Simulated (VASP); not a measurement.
# AlNi (Pm-3m) in VASP: single point with PBE+U

Aim: the single point of AlNi with PBE+U.

Program: VASP 6.6.1. These are calculated values, not measurements. Logs are shortened: lines on timing, memory, paths and dates and some standing lists are left out, and cuts for length are marked.

**1. The cell of the first run**

Symmetry: Pm-3m, No. 221, cubic system. The conventional cell has a = 2.881 Å, b = 2.881 Å, c = 2.881 Å, α = 90.00°, β = 90.00°, γ = 90.00°. Within 3.3 Å of Al (site symmetry m-3m) lie 8 Ni at 2.50 Å and 6 Al at 2.88 Å. Within 3.3 Å of Ni (site symmetry m-3m) lie 8 Al at 2.50 Å and 6 Ni at 2.88 Å.

**2. Single point, PBE+U**

File INCAR:

```
SYSTEM = AlNi
PREC = Accurate
ENCUT = 520
EDIFF = 1E-6
ISMEAR = -1
SIGMA = 0.05
LREAL = .False.
LASPH = .True.
NELM = 150
ALGO = Normal
ISIF = 2
LWAVE = .False.
LCHARG = .True.
LMAXMIX = 4
LDAU = .True.
LDAUTYPE = 2
LDAUL = -1 2
LDAUU = 0 6.2
LDAUJ = 0 0
LDAUPRINT = 1
GGA = PE
LELF = .True.
LVHAR = .True.
NBANDS = 21
```

File KPOINTS:

```
regular mesh
0
Gamma
  8 6 6
  0 0 0
```

File POSCAR:

```
AlNi
1.0
   -2.8810000000      0.0000000000      0.0000000000
    0.0000000000     -2.8810000000     -2.8810000000
    0.0000000000     -2.8810000000      2.8810000000
Al Ni
2 2
Direct
    0.0000000000      0.0000000000      0.0000000000
    0.0000000000      0.5000000000      0.5000000000
    0.5000000000      0.0000000000      0.5000000000
    0.5000000000      0.5000000000      0.0000000000
```

Potentials or basis: VASP PAW PBE potentials, release 64 (Al, Ni).

Launch:

```
$ cat potpaw_PBE.64/Al/POTCAR potpaw_PBE.64/Ni/POTCAR > POTCAR
$ mpirun -np 1 vasp_std > vasp.out
```

OUTCAR:

```text
SYSTEM = AlNi
   PREC = Accurate
   ENCUT = 520
   EDIFF = 1E-6
   ISMEAR = -1
   LREAL = .False.
   LASPH = .True.
   NELM = 150
   ISIF = 2
   GGA = PE

 ion  position               nearest neighbor table
   1  0.000  0.000  0.000-   3 2.50   4 2.50   3 2.50   4 2.50   3 2.50   4 2.50   3 2.50   4 2.50
                             2 2.88   2 2.88   2 2.88   2 2.88
   2  0.000  0.500  0.500-   3 2.50   4 2.50   4 2.50   3 2.50   3 2.50   4 2.50   4 2.50   3 2.50
                             1 2.88   1 2.88   1 2.88   1 2.88
   3  0.500  0.000  0.500-   1 2.50   2 2.50   1 2.50   2 2.50   1 2.50   2 2.50   1 2.50   2 2.50
                             4 2.88   4 2.88   4 2.88   4 2.88
   4  0.500  0.500  0.000-   1 2.50   2 2.50   2 2.50   1 2.50   1 2.50   2 2.50   2 2.50   1 2.50
                             3 2.88   3 2.88   3 2.88   3 2.88

  LATTYP: Found a simple tetragonal cell.
 ALAT       =     4.0743492732
 C/A-ratio  =     0.7071067812

  Lattice vectors:

 A1 = (   0.0000000000,  -2.8810000000,  -2.8810000000)
 A2 = (   0.0000000000,  -2.8810000000,   2.8810000000)
 A3 = (  -2.8810000000,   0.0000000000,   0.0000000000)

Analysis of symmetry for initial positions (statically):
=====================================================================
 Subroutine PRICEL returns following result:

  LATTYP: Found a simple cubic cell.
 ALAT       =     2.8810000000

  Lattice vectors:

 A1 = (  -2.8810000000,   0.0000000000,   0.0000000000)
 A2 = (   0.0000000000,   0.0000000000,  -2.8810000000)
 A3 = (   0.0000000000,  -2.8810000000,   0.0000000000)

   2 primitive cells build up your supercell.

 Routine SETGRP: Setting up the symmetry group for a
 simple tetragonal supercell.

 Subroutine GETGRP returns: Found 16 space group operations
 (whereof 16 operations were pure point group operations)
 out of a pool of 16 trial point group operations.

The static configuration has the point symmetry D_4h.

Analysis of symmetry for dynamics (positions and initial velocities):
=====================================================================
 Subroutine PRICEL returns following result:

  LATTYP: Found a simple cubic cell.
 ALAT       =     2.8810000000

  Lattice vectors:
[... 192 lines left out ...]

spin component  1

  0.8869  0.0000  0.0000  0.0000  0.0000
  0.0000  0.8855  0.0000 -0.0000  0.0000
  0.0000  0.0000  0.8833  0.0000 -0.0037
  0.0000 -0.0000  0.0000  0.8869  0.0000
  0.0000  0.0000 -0.0037  0.0000  0.8875

spin component  2

  0.8869  0.0000  0.0000  0.0000  0.0000
  0.0000  0.8855  0.0000 -0.0000  0.0000
  0.0000  0.0000  0.8833  0.0000 -0.0037
  0.0000 -0.0000  0.0000  0.8869  0.0000
  0.0000  0.0000 -0.0037  0.0000  0.8875

 occupancies and eigenvectors

  o =  0.8811  v =  0.0000 -0.0000 -0.8660 -0.0000 -0.5000  0.0000  0.0000  0.0000  0.0000  0.0000      0.0000  0.0000  0.0000  0.0000  0.0000  0.0000  0.0000  0.0000  0.0000  0.0000
  o =  0.8811  v =  0.0000  0.0000  0.0000  0.0000  0.0000  0.0000 -0.0000 -0.8660 -0.0000 -0.5000      0.0000  0.0000  0.0000  0.0000  0.0000  0.0000  0.0000  0.0000  0.0000  0.0000
  o =  0.8855  v =  0.0000  1.0000 -0.0000 -0.0000 -0.0000  0.0000  0.0000  0.0000  0.0000  0.0000      0.0000  0.0000  0.0000  0.0000  0.0000  0.0000  0.0000  0.0000  0.0000  0.0000
  o =  0.8855  v =  0.0000  0.0000  0.0000  0.0000  0.0000  0.0000  1.0000 -0.0000 -0.0000 -0.0000      0.0000  0.0000  0.0000  0.0000  0.0000  0.0000  0.0000  0.0000  0.0000  0.0000
  o =  0.8869  v =  0.0000  0.0000  0.0000  0.0000  0.0000  1.0000  0.0000  0.0000  0.0000  0.0000      0.0000  0.0000  0.0000  0.0000  0.0000  0.0000  0.0000  0.0000  0.0000  0.0000
  o =  0.8869  v =  1.0000  0.0000  0.0000  0.0000  0.0000  0.0000  0.0000  0.0000  0.0000  0.0000      0.0000  0.0000  0.0000  0.0000  0.0000  0.0000  0.0000  0.0000  0.0000  0.0000
  o =  0.8869  v =  0.0000 -0.0000 -0.0000 -1.0000  0.0000  0.0000  0.0000  0.0000  0.0000  0.0000      0.0000  0.0000  0.0000  0.0000  0.0000  0.0000  0.0000  0.0000  0.0000  0.0000
  o =  0.8869  v =  0.0000  0.0000  0.0000  0.0000  0.0000  0.0000 -0.0000 -0.0000 -1.0000  0.0000      0.0000  0.0000  0.0000  0.0000  0.0000  0.0000  0.0000  0.0000  0.0000  0.0000
  o =  0.8896  v =  0.0000  0.0000  0.0000  0.0000  0.0000  0.0000  0.0000  0.5000 -0.0000 -0.8660      0.0000  0.0000  0.0000  0.0000  0.0000  0.0000  0.0000  0.0000  0.0000  0.0000
  o =  0.8896  v =  0.0000  0.0000  0.5000 -0.0000 -0.8660  0.0000  0.0000  0.0000  0.0000  0.0000      0.0000  0.0000  0.0000  0.0000  0.0000  0.0000  0.0000  0.0000  0.0000  0.0000

 number of electron      26.0000024 magnetization

 Free energy of the ion-electron system (eV)
  ---------------------------------------------------
  ext. energy  EPLUGINS =         0.00000000
  ---------------------------------------------------
  free energy    TOTEN  =       -13.94163650 eV

  energy without entropy =      -13.93004786  energy(sigma->0) =      -13.93584218

 E-fermi :   9.4328     XC(G=0): -11.9810

 val. band max:        9.4104203558   @ k =   0.3750   0.1667   0.1667
 cond. band min:       9.4425206029   @ k =   0.0000   0.5000   0.1667
 fundamental gap:      0.0321002471
 Fermi energy:         9.4327862492

 k-point     1 :       0.0000    0.0000    0.0000
  band No.  band energies     occupation
      1      -1.1364      2.00000
      2       3.8247      2.00000
      3       5.6711      2.00000
      4       5.6908      2.00000
      5       5.8159      2.00000
      6       6.7927      2.00000
[... 565 lines left out ...]
     20      18.0581      0.00000
     21      18.2804      0.00000

 [... further k-points ...]
[... 5 lines left out ...]
  --------------------------------------------------------------------------------------
  -------------------------------------------------------------------------------------
  Total       -1.2416721     -1.9411402     -1.9411402      0.0000000      0.0000000      0.0000000
  in kB      -41.5965895    -65.0290946    -65.0290946      0.0000000      0.0000000      0.0000000
  external PRESSURE =     -57.2182596 kB  Pullay stress =       0.0000000 kB

 VOLUME and BASIS-vectors are now :
 -----------------------------------------------------------------------------
  energy-cutoff  :      520.00
  volume of cell :       47.83
      direct lattice vectors                 reciprocal lattice vectors
    -2.881000000  0.000000000  0.000000000    -0.347101701  0.000000000  0.000000000
     0.000000000 -2.881000000 -2.881000000     0.000000000 -0.173550850 -0.173550850
     0.000000000 -2.881000000  2.881000000     0.000000000 -0.173550850  0.173550850

 POSITION                                       TOTAL-FORCE (eV/Angst)
 -----------------------------------------------------------------------------------
      0.00000      0.00000      0.00000         0.000000     -0.000000      0.000000
      0.00000     -2.88100      0.00000         0.000000     -0.000000      0.000000
     -1.44050     -1.44050      1.44050         0.000000      0.000000     -0.000000
     -1.44050     -1.44050     -1.44050         0.000000     -0.000000     -0.000000
 -----------------------------------------------------------------------------------
    total drift:                               -0.000000      0.000000     -0.000000

  FREE ENERGIE OF THE ION-ELECTRON SYSTEM (eV)
  ---------------------------------------------------
  free  energy   TOTEN  =       -13.9416364957 eV

  energy  without entropy=      -13.9300478574  energy(sigma->0) =      -13.93584218
```

OSZICAR:

```text
N       E                     dE             d eps       ncg     rms          rms(c)
DAV:   1     0.135725130679E+03    0.13573E+03   -0.11444E+04  2100   0.142E+03
DAV:   2    -0.690454495568E+01   -0.14263E+03   -0.13579E+03  2125   0.265E+02
DAV:   3    -0.146149085357E+02   -0.77104E+01   -0.76154E+01  2444   0.813E+01
DAV:   4    -0.147342474763E+02   -0.11934E+00   -0.11927E+00  2420   0.903E+00
DAV:   5    -0.147379712094E+02   -0.37237E-02   -0.37236E-02  2450   0.162E+00    0.107E+01
DAV:   6    -0.151671064556E+02   -0.42914E+00   -0.10170E+01  2340   0.604E+01    0.854E+00
DAV:   7    -0.139649412804E+02    0.12022E+01   -0.40258E+00  2355   0.388E+01    0.250E+00
DAV:   8    -0.139448072647E+02    0.20134E-01   -0.16104E-01  2245   0.232E+00    0.899E-01
DAV:   9    -0.139413780440E+02    0.34292E-02   -0.12810E-02  2772   0.186E+00    0.132E-01
DAV:  10    -0.139416174070E+02   -0.23936E-03   -0.10123E-03  2321   0.324E-01    0.654E-02
DAV:  11    -0.139416379822E+02   -0.20575E-04   -0.20198E-04  2564   0.211E-01    0.935E-03
DAV:  12    -0.139416371078E+02    0.87434E-06   -0.17575E-05  2475   0.558E-02    0.720E-03
DAV:  13    -0.139416364957E+02    0.61209E-06   -0.32241E-06  2116   0.339E-02
   1 F= -.13941636E+02 E0= -.13935842E+02  d E =-.115886E-01
```

Run time: 22 s. Hardware: 1 thread of Intel Xeon 6975P-C (Granite Rapids), shared host; peak memory 0.18 GiB.

Results:

| Property | Result |
| --- | --- |
| Free energy | -13.9416 eV |
| Pressure | -5.7 GPa |
| Band gap on the k mesh | zero (bands 13 and 14 overlap by 4.26 eV) |

Eigenvalues of the final occupation matrices:
| site | spin | trace | eigenvalues |
| --- | --- | --- | --- |
| site 3 d | 1 | 4.43 | 0.88 0.89 0.89 0.89 0.89 |
| site 3 d | 2 | 4.43 | 0.88 0.89 0.89 0.89 0.89 |
| site 4 d | 1 | 4.43 | 0.88 0.89 0.89 0.89 0.89 |
| site 4 d | 2 | 4.43 | 0.88 0.89 0.89 0.89 0.89 |

Caveat: the cell stands under tension; U without spin polarisation on a metal has little footing; the U is typed as a test and isn't derived for this compound. Spin polarisation is off, so any magnetic state and its effect on volume and gap are missing.

The gap in the log of VASP goes by the Fermi energy; the results here count the filled bands.